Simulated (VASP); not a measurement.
Input of a VASP 6.6.1 run:

The input POSCAR:

```
Ni
1.0
    0.0000000000      1.7375729330      1.7375729330
    1.7375729330      0.0000000000      1.7375729330
    1.7375729330      1.7375729330      0.0000000000
Ni
1
Direct
    0.0000000000      0.0000000000      0.0000000000
```

Contents of INCAR.step1:

```
PREC = Accurate ; ENCUT = 520
EDIFF = 1E-5 ; ISMEAR = -1
SIGMA = 0.05 ; LREAL = F
LASPH = T ; NELM = 150
ALGO = Normal ; ISIF = 2
LWAVE = T ; LCHARG = F
ISPIN = 2 ; MAGMOM = 1
LORBIT = 11 ; LMAXMIX = 4
GGA = PE ; NBANDS = 15
```

The input INCAR.step2:

```
PREC = Accurate ; ENCUT = 520
EDIFF = 1E-7 ; ISMEAR = -1
SIGMA = 0.05 ; LREAL = F
LASPH = T ; NELM = 150
ALGO = Normal ; ISIF = 2
LWAVE = F ; LCHARG = F
ISPIN = 2 ; MAGMOM = 1
LORBIT = 11 ; LMAXMIX = 4
GGA = PE ; LHFCALC = T
AEXX = 1.0 ; ALDAC = 0.0
AGGAC = 0.0 ; PRECFOCK = Normal
ISTART = 1 ; NBANDS = 15
```

File KPOINTS:

```
Automatic mesh
0
Gamma
  7 7 7
```

Potentials or basis: VASP PAW PBE potentials, release 64 (Ni).

The run is started by

```sh
$ cat potpaw_PBE.64/Ni/POTCAR > POTCAR
$ cp INCAR.step1 INCAR
$ mpirun -np 1 vasp_std > vasp.out
$ cp INCAR.step2 INCAR
$ mpirun -np 1 vasp_std > vasp.out
```

Question: Estimate the pressure.

Answer: 35.1 GPa.

Question: What does it give for the net moment?

Answer: 0.99 μB per cell.

Question: Estimate the site moments.

Answer: Ni +1.04 μB.

Caveat: the k points lie up to 0.45 Å⁻¹ apart; the PAW data sets were made with another functional, which shifts forces and pressure a little.
